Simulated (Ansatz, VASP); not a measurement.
TiO2 in VASP and in Ansatz

INCAR

```
SYSTEM = TiO2
PREC = Accurate
ENCUT = 520
EDIFF = 1E-6
ISMEAR = -1
SIGMA = 0.02
LREAL = .FALSE.
LASPH = .TRUE.
NELM = 100
ALGO = Normal
ISIF = 2
LWAVE = .FALSE.
LCHARG = .FALSE.
GGA = PE
NBANDS = 33
```

KPOINTS

```
Automatic mesh
0
G
  10 10 10
  0 0 0
```

The input POSCAR:

```
TiO2
1.0
   -1.8888988106      1.8888988106      4.8396326517
    1.8888988106     -1.8888988106      4.8396326517
    1.8888988106      1.8888988106     -4.8396326517
Ti O
2 4
Direct
    0.7500000000      0.2500000000      0.5000000000
    0.0000000000      0.0000000000      0.0000000000
    0.5439109570      0.0439109570      0.5000000000
    0.7939109570      0.7939109570      0.0000000000
    0.2060890430      0.2060890430      0.0000000000
    0.9560890430      0.4560890430      0.5000000000
```

Input for Ansatz:

```yaml
crystal:
  lattice:
    - [-1.8888988106, 1.8888988106, 4.8396326517]
    - [1.8888988106, -1.8888988106, 4.8396326517]
    - [1.8888988106, 1.8888988106, -4.8396326517]
  atoms:
    - { symbol: Ti, position: [0.75, 0.25, 0.5] }
    - { symbol: Ti, position: [0.0, 0.0, 0.0] }
    - { symbol: O, position: [0.543910957, 0.043910957, 0.5] }
    - { symbol: O, position: [0.793910957, 0.793910957, 0.0] }
    - { symbol: O, position: [0.206089043, 0.206089043, 0.0] }
    - { symbol: O, position: [0.956089043, 0.456089043, 0.5] }
kpoints:
  mp_grid: { grid: [10, 10, 10] }
  band_path:
    path:
      - [0.0, 0.0, 0.0]
      - [0.0, 0.0, 0.5]
      - [0.25, 0.25, 0.25]
      - [0.0, 0.5, 0.0]
      - [0.5, 0.5, -0.5]
      - [0.2888485976, 0.7111514024, -0.2888485976]
      - [-0.2888485976, 0.2888485976, 0.2888485976]
      - [-0.0776971953, 0.0776971953, 0.5]
      - [0.5, 0.5, -0.0776971953]
      - [0.3, 0.3, -0.3]
      - [0.0, 0.0, 0.432292]
    npoints: 1
hamiltonian:
  xc: pbe
scf:
  occupations: { method: fermi_dirac, width: 0.02 }
  n_extra_bands: 5
output:
  forces: true
  stress: true
  eigenvalues: true
```

Change from the starting cell: uniaxial_z strain +1.0%.

Alike in both runs: task single point; functional PBE; k mesh 10 × 10 × 10; occupations fermi-dirac, width 0.02 eV; no spin polarisation.

|  | VASP | Ansatz |
| --- | --- | --- |
| version | VASP 6.6.1 | Ansatz 0.2.0 |
| potentials or method | VASP PAW PBE potentials, release 64 (Ti_sv, O) | plane waves, PAW |
| plane-wave cutoff (eV) | 520 | 420 |
| valence electrons in the cell | 48 | 48 |

|  | VASP | Ansatz | Ansatz less VASP |
| --- | --- | --- | --- |
| gap on the k mesh at the Fermi level (eV) | 2.16 | 2.18 | +0.024 |
| pressure (GPa) | 3.7 | 3.0 | -0.69 |
| rms of the force components (eV/Å) | 0.048 | 0.040 | -0.0087 |

Atom by atom the forces differ by 0.009 eV/Å (rms over components).
